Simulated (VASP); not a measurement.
# Ru (P6_3/mmc) in VASP: a series of runs

The runs below take Ru through vibrations by perturbation theory, with PBE.

Program: VASP 6.6.1. These are calculated values, not measurements. Logs are shortened: lines on timing, memory, paths and dates and some standing lists are left out, and cuts for length are marked.

### 1 The cell of the first run

The structure is hexagonal, space group P6_3/mmc (No. 194). The conventional cell has a = 2.702 Å, b = 2.702 Å, c = 4.269 Å, α = 90.00°, β = 90.00°, γ = 120.00°. Within 3.5 Å of Ru (site symmetry -6m2) lie 12 Ru at 2.64 to 2.70 Å.

### 2 Vibrations by perturbation theory, PBE

INCAR

```
PREC = Accurate
ENCUT = 500
EDIFF = 1E-8
ISMEAR = -1
SIGMA = 0.15
LREAL = F
LASPH = T
NELM = 120
ALGO = Normal
ISIF = 2
LWAVE = F
LCHARG = F
GGA = PE
IBRION = 8
NSW = 1
GGA_COMPAT = F
```

KPOINTS

```
Automatic mesh
0
Gamma
  18 18 10
```

POSCAR

```
Ru
1.0
    2.7019029697      0.0000000000      0.0000000000
   -1.3509514849      2.3399166103      0.0000000000
    0.0000000000      0.0000000000      4.2692465018
Ru
2
Direct
    0.3333333333      0.6666666667      0.2500000000
    0.6666666667      0.3333333333      0.7500000000
```

Potentials or basis: VASP PAW PBE potentials, release 64 (Ru_pv).

Command:

```bash
> cat potpaw_PBE.64/Ru_pv/POTCAR > POTCAR
> mpirun -np 1 vasp_std > vasp.out
```

OUTCAR:

```text
PREC = Accurate
   ENCUT = 500
   EDIFF = 1E-8
   ISMEAR = -1
   LREAL = F
   LASPH = T
   NELM = 120
   ISIF = 2
   GGA = PE
   IBRION = 8
   NSW = 1

 ion  position               nearest neighbor table
   1  0.333  0.667  0.250-   2 2.64   2 2.64   2 2.64   2 2.64   2 2.64   2 2.64
   2  0.667  0.333  0.750-   1 2.64   1 2.64   1 2.64   1 2.64   1 2.64   1 2.64

  LATTYP: Found a hexagonal cell.
 ALAT       =     2.7019029697
 C/A-ratio  =     1.5800887558

  Lattice vectors:

 A1 = (   2.7019029697,   0.0000000000,   0.0000000000)
 A2 = (  -1.3509514849,   2.3399166103,   0.0000000000)
 A3 = (   0.0000000000,   0.0000000000,   4.2692465018)

Analysis of symmetry for initial positions (statically):
=====================================================================
 Subroutine PRICEL returns:
 Original cell was already a primitive cell.

 Routine SETGRP: Setting up the symmetry group for a
 hexagonal supercell.

 Subroutine GETGRP returns: Found 24 space group operations
 (whereof 12 operations were pure point group operations)
 out of a pool of 24 trial point group operations.

The static configuration has the point symmetry D_3d.
 The point group associated with its full space group is D_6h.

Analysis of symmetry for dynamics (positions and initial velocities):
=====================================================================
 Subroutine PRICEL returns:
 Original cell was already a primitive cell.

 Routine SETGRP: Setting up the symmetry group for a
 hexagonal supercell.

 Subroutine GETGRP returns: Found 24 space group operations
 (whereof 12 operations were pure point group operations)
 out of a pool of 24 trial point group operations.

The dynamic configuration has the point symmetry D_3d.
 The point group associated with its full space group is D_6h.

 Subroutine INISYM returns: Found 24 space group operations
 (whereof 12 operations are pure point group operations),
 and found     1 'primitive' translations

----------------------------------------------------------------------------------------

                                     Primitive cell

  volume of cell :      26.9911

  direct lattice vectors                    reciprocal lattice vectors
     2.701902970  0.000000000  0.000000000     0.370109516  0.213682829  0.000000000
    -1.350951485  2.339916610  0.000000000     0.000000000  0.427365657  0.000000000
     0.000000000  0.000000000  4.269246502     0.000000000  0.000000000  0.234233371

  length of vectors
     2.701902970  2.701902970  4.269246502     0.427365657  0.427365657  0.234233371

  position of ions in fractional coordinates (direct lattice)
     0.333333333  0.666666667  0.250000000
     0.666666667  0.333333333  0.750000000

  ion indices of the primitive-cell ions
   primitive index   ion index
                 1           1
                 2           2

----------------------------------------------------------------------------------------

 KPOINTS: Automatic mesh

Automatic generation of k-mesh.
 Grid dimensions read from file:
 generate k-points for:   18   18   10

 Generating k-lattice:

  Cartesian coordinates                     Fractional coordinates (reciprocal lattice)
     0.020561640  0.011871268  0.000000000     0.055555556  0.000000000  0.000000000
     0.000000000  0.023742537  0.000000000     0.000000000  0.055555556  0.000000000
     0.000000000  0.000000000  0.023423337     0.000000000  0.000000000  0.100000000

  Length of vectors
     0.023742537  0.023742537  0.023423337

  Shift w.r.t. Gamma in fractional coordinates (k-lattice)
     0.000000000  0.000000000  0.000000000

 Subroutine IBZKPT returns following result:
 ===========================================

 Found    222 irreducible k-points:

 Following reciprocal coordinates:
            Coordinates               Weight
  0.000000  0.000000  0.000000      1.000000
  0.055556 -0.000000  0.000000      6.000000
  0.111111 -0.000000  0.000000      6.000000
  0.166667 -0.000000  0.000000      6.000000
  0.222222 -0.000000  0.000000      6.000000
  0.277778 -0.000000  0.000000      6.000000
[... 16 lines left out ...]
  0.333333  0.111111  0.000000     12.000000
  0.388889  0.111111  0.000000     12.000000
 [... further k-points ...]
   k-points           NKPTS =    222   k-points in BZ     NKDIM =    222   number of bands    NBANDS=     18
   number of dos      NEDOS =    301   number of ions     NIONS =      2
   total plane-waves  NPLWV =  12800
   dimension x,y,z NGX =    20 NGY =   20 NGZ =   32
   dimension x,y,z NGXF=    40 NGYF=   40 NGZF=   64
   ions per type =               2
   NGX,Y,Z   is equivalent  to a cutoff of  12.31, 12.31, 12.46 a.u.
   NGXF,Y,Z  is equivalent  to a cutoff of  24.61, 24.61, 24.92 a.u.
 SYSTEM =  unknown system
   PREC   = accura    normal or accurate (medium, high low for compatibility)
   ISTART =      0    job   : 0-new  1-cont  2-samecut
   ICHARG =      2    charge: 1-file 2-atom 10-const
   ISPIN  =      1    spin polarized calculation?
   LNONCOLLINEAR =      F non collinear calculations
   LSORBIT =      F    spin-orbit coupling
   LASPH  =      T    aspherical Exc in radial PAW
   ENCUT  =  500.0 eV  36.75 Ry    6.06 a.u.   4.93  4.93  7.78*2*pi/ulx,y,z
   NELM   =    120;   NELMIN=  2; NELMDL= -5     # of ELM steps
   EDIFF  = 0.1E-07   stopping-criterion for ELM
   LREAL  =      F    real-space projection
   EDIFFG = 0.1E-06   stopping-criterion for IOM
   NSW    =      1    number of steps for IOM
   IBRION =      8    ionic relax: 0-MD 1-quasi-New 2-CG
   NFREE  =      0    steps in history (QN), initial steepest desc. (CG)
   ISIF   =      2    stress and relaxation
   ISYM   =      2    0-nonsym 1-usesym 2-fastsym
   POTIM  = 0.5000    time-step for ionic-motion
   TEBEG  =    0.0;   TEEND  =   0.0 temperature during run
   PSTRESS=    0.0 pullay stress
   NELECT =      28.0000    total number of electrons
   NUPDOWN=      -1.0000    fix difference up-down
   EMIN   =  10.00;   EMAX   =-10.00  energy-range for DOS
   EFERMI =   0.00;   METHOD = LEGACY
   ISMEAR =    -1;   SIGMA  =   0.15  broadening in eV -4-tet -1-fermi 0-gaus
   EFERMI_NEDOS =   21; number of points for ismear=-14 and -15
   IALGO  =     38    algorithm
   IMIX   =      4    mixing-type and parameters
     AMIX     =   0.40;   BMIX     =  1.00
     AMIX_MAG =   1.60;   BMIX_MAG =  1.00
  volume/ion in A,a.u.               =      13.50        91.07
  Fermi-wavevector in a.u.,A,eV,Ry     =   1.657246  3.131741 37.367928  2.746465
  Thomas-Fermi vector in A             =   2.745032
   LORBIT       =      0    0 simple, 1 ext, 2 COOP (PROOUT), +10 PAW based schemes
   GGA     = PE    functional components
   LHFCALC =     F    Hartree Fock is set to
   AEXX    =    0.0000 exact exchange contribution
   IVDW    =     0    specifies the selected vdW correction
   LEPSILON=     F    determine dielectric tensor
   LRPA    =     F    only Hartree local field effects (RPA)
 non-spin polarized calculation
  energy-cutoff  :      500.00
  volume of cell :       26.99
 maximum number of plane-waves:       702
 NGX is ok and might be reduce to    20
   NGX =  9   NGY =  9   NGZ = 15

--------------------------------------- Ionic step        1  -------------------------------------------

 number of electron      28.0000005 magnetization

 Free energy of the ion-electron system (eV)
  ---------------------------------------------------
  ext. energy  EPLUGINS =         0.00000000
  ---------------------------------------------------
  free energy    TOTEN  =       -18.51865901 eV

  energy without entropy =      -18.39477021  energy(sigma->0) =      -18.45671461

 E-fermi :  12.9649     XC(G=0): -14.1566

 val. band max:       12.9618945486   @ k =   0.0556  -0.0000   0.1000
 cond. band min:      12.9670927295   @ k =   0.2222   0.1111   0.1000
 fundamental gap:      0.0051981809
 Fermi energy:        12.9649374036

 k-point     1 :       0.0000    0.0000    0.0000
  band No.  band energies     occupation
      1     -30.7196      2.00000
      2     -29.7667      2.00000
      3     -29.7667      2.00000
      4     -29.5920      2.00000
      5     -29.5920      2.00000
      6     -29.5495      2.00000
[... 481 lines left out ...]
      5     -29.8468      2.00000
      6     -29.7671      2.00000
[... 10 lines left out ...]
     17      16.7328      0.00000
     18      20.4037      0.00000

 [... further k-points ...]

------------------------ aborting loop because EDIFF is reached ----------------------------------------

  FORCE on cell =-STRESS in cart. coord.  units (eV):
  Direction    XX          YY          ZZ          XY          YZ          ZX
  --------------------------------------------------------------------------------------
  -------------------------------------------------------------------------------------
  Total        1.1689319      1.1689319      1.1725845     -0.0000000     -0.0000000      0.0000000
  in kB       69.3870506     69.3870506     69.6038700     -0.0000000     -0.0000000      0.0000000
  external PRESSURE =      69.4593238 kB  Pullay stress =       0.0000000 kB

 VOLUME and BASIS-vectors are now :
 -----------------------------------------------------------------------------
  energy-cutoff  :      500.00
  volume of cell :       26.99
      direct lattice vectors                 reciprocal lattice vectors
     2.701902970  0.000000000  0.000000000     0.370109516  0.213682829  0.000000000
    -1.350951485  2.339916610  0.000000000     0.000000000  0.427365657  0.000000000
     0.000000000  0.000000000  4.269246502     0.000000000  0.000000000  0.234233371

 POSITION                                       TOTAL-FORCE (eV/Angst)
 -----------------------------------------------------------------------------------
     -0.00000      1.55994      1.06731         0.000000      0.000000      0.000000
      1.35095      0.77997      3.20193        -0.000000      0.000000      0.000000
 -----------------------------------------------------------------------------------
    total drift:                               -0.000000      0.000000     -0.000000

  FREE ENERGIE OF THE ION-ELECTRON SYSTEM (eV)
  ---------------------------------------------------
  free  energy   TOTEN  =       -18.5186590111 eV

  energy  without entropy=      -18.3947702065  energy(sigma->0) =      -18.45671461

[... ionic steps 2 to 3 ...]

--------------------------------------- Ionic step        4  -------------------------------------------

------------------------ aborting loop because EDIFF is reached ----------------------------------------

[... ionic steps 5 to 5 ...]

--------------------------------------- Ionic step        6  -------------------------------------------

 Free energy of the ion-electron system (eV)
  ---------------------------------------------------
  ---------------------------------------------------
  free energy    TOTEN  =        -0.74104938 eV

  energy without entropy =       -0.74104938

------------------------ aborting loop because EDIFF is reached ----------------------------------------

 INTERNAL STRAIN TENSOR  FOR ION    1  DIRECTION 3   (eV/Angst):
 -----------------------------------------------------------------------------
    -0.06003  0.00000 -0.00000
     0.00000 -0.06003  0.00000
     0.00000  0.00000  0.12674

 INTERNAL STRAIN TENSOR FOR ION    2 for displacements in x,y,z  (eV/Angst):
          X           Y           Z          XY          YZ          ZX
  --------------------------------------------------------------------------------
  x    -0.00000     0.00000    -0.00000     3.01125     0.00000     0.00000
  y     3.01125    -3.01125     0.00000     0.00000     0.00000     0.00000
  z     0.00000     0.00000     0.00000     0.00000     0.00000     0.00000

 SECOND DERIVATIVES (NOT SYMMETRIZED)
 ------------------------------------
               1X          1Y          1Z          2X          2Y          2Z
  1X    -7.187540    0.000000    0.000000    7.187540   -0.000000    0.000000
  1Y     0.000000   -7.187540    0.000000   -0.000000    7.187540    0.000000
  1Z     0.000000    0.000000  -12.863275    0.000000    0.000000   12.863275
  2X     7.187540   -0.000000    0.000000   -7.187540    0.000000    0.000000
  2Y    -0.000000    7.187540    0.000000    0.000000   -7.187540    0.000000
  2Z     0.000000    0.000000   12.863275    0.000000    0.000000  -12.863275

 Eigenvectors and eigenvalues of the dynamical matrix
 ----------------------------------------------------

   1 f  =    7.887337 THz    49.557597 2PiTHz  263.093230 cm-1    32.619388 meV
             X         Y         Z           dx          dy          dz
     -0.000000  1.559944  1.067312     0.000000    0.000000   -0.707107
      1.350951  0.779972  3.201935     0.000000    0.000000    0.707107
[... 16 lines left out ...]
   5 f  =    0.000000 THz     0.000000 2PiTHz    0.000000 cm-1     0.000000 meV
             X         Y         Z           dx          dy          dz
     -0.000000  1.559944  1.067312     0.000000    0.000000    0.707107
      1.350951  0.779972  3.201935     0.000000    0.000000    0.707107

   6 f/i=    0.000000 THz     0.000000 2PiTHz    0.000001 cm-1     0.000000 meV
             X         Y         Z           dx          dy          dz
     -0.000000  1.559944  1.067312    -0.645218    0.289300    0.000000
      1.350951  0.779972  3.201935    -0.645218    0.289300    0.000000

--------------------------------------------------------------------------------------------------------

 ELASTIC MODULI CONTR FROM IONIC RELAXATION (kBar)
 Direction    XX          YY          ZZ          XY          YZ          ZX
 --------------------------------------------------------------------------------
 XX         -74.8862     74.8862     -0.0000      0.0000      0.0000      0.0000
 YY          74.8862    -74.8862      0.0000      0.0000      0.0000      0.0000
 ZZ          -0.0000      0.0000     -0.0000      0.0000      0.0000     -0.0000
 XY           0.0000      0.0000      0.0000    -74.8862      0.0000     -0.0000
 YZ           0.0000      0.0000      0.0000      0.0000      0.0000      0.0000
 ZX           0.0000      0.0000     -0.0000     -0.0000      0.0000     -0.0000
 --------------------------------------------------------------------------------
```

Run time: 13 min. Hardware: 1 thread of Oxide Virtual Turin-like, shared host; peak memory 0.82 GiB.

Results:

- Highest phonon frequency at Γ: 263 cm⁻¹

Phonon frequencies in cm⁻¹ (negative: imaginary):
| q point | frequencies |
| --- | --- |
| (0.000, 0.000, 0.000) | 0 0 0 197 197 263 |

Caveat: the cell stands under pressure or tension, which shifts response properties.

(Part 1 of 2 ends here.)
